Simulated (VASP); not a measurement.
## Ba2CuSb6F: single point with PBEsol

The system is Ba2CuSb6F.

```
Cu Sb F Ba
1.0
     0.00000    6.61067    0.00000
     6.61067    0.00000    0.00000
     3.30533    3.30533   -5.11004
Cu Sb F Ba
1 6 1 2
Direct
  0.00000 0.00000 0.00000
  0.24400 0.26300 0.00000
  0.26300 0.75600 0.00000
  0.75600 0.73700 0.00000
  0.73700 0.24400 0.00000
  0.28100 0.28100 0.43800
  0.71900 0.71900 0.56200
  0.50000 0.50000 0.00000
  0.75000 0.25000 0.50000
  0.25000 0.75000 0.50000
```

```json
{"Program": "VASP 6.6.1", "Task": "single point", "Functional": "PBEsol", "Potentials or basis": "VASP PAW PBE potentials, release 64 (Cu, Sb, F, Ba_sv)", "Cutoff": "520 eV", "k mesh": "6 × 6 × 6", "Occupations": "fermi-dirac, width 0.1 eV", "Spin": "no spin polarisation"}
```

```yaml
Pressure: 17.7 GPa
Largest_force: 2.122 eV/Å
Band_gap_on_the_k_mesh: zero (bands 34 and 35 overlap by 2.19 eV)
```

Forces on the atoms (eV/Å):
```
Cu   0.000  0.000  0.000
Sb  -0.300 -0.138  0.000
Sb   0.138 -0.300  0.000
Sb   0.300  0.138  0.000
Sb  -0.138  0.300  0.000
Sb   0.000  0.000 -2.122
Sb   0.000  0.000  2.122
F    0.000  0.000  0.000
Ba   0.000  0.000  0.000
Ba   0.000  0.000  0.000
```

Stress tensor (GPa, compression positive):
```
20.95  0.00  0.00
 0.00 20.95  0.00
 0.00  0.00 11.27
```

Levels at points of the mesh, in eV from the Fermi level:
```tsv
k point	band 30	band 31	band 32	band 33	band 34	band 35	band 36	band 37	band 38	band 39
(0.00, 0.00, 0.00)	-2.53	-0.03	0.14	0.14	1.61	1.82	1.98	1.98	2.29	2.56
(0.50, 0.00, 0.00)	-1.76	-1.58	-1.20	-1.09	-0.71	-0.15	1.01	1.53	1.96	2.24
(0.50, 0.50, 0.00)	-1.97	-1.36	-0.62	-0.61	-0.58	-0.56	-0.16	0.54	1.29	1.57
(0.00, 0.00, 0.50)	-2.13	-1.51	-0.57	-0.42	-0.42	-0.20	-0.20	0.16	2.17	2.17
```

It took 21 min on 1 thread of Intel Xeon 8259CL (shared host), peak memory 0.61 GiB.

Caveat: the stress differs along the axes, from 11 to 21 GPa; the PAW data sets were made with another functional, which shifts forces and pressure a little; spin-orbit coupling is left out, which moves the levels of the heavy elements. With open d or f shells a metallic result of PBEsol can be an artefact of self-interaction; +U or a hybrid may open a gap.
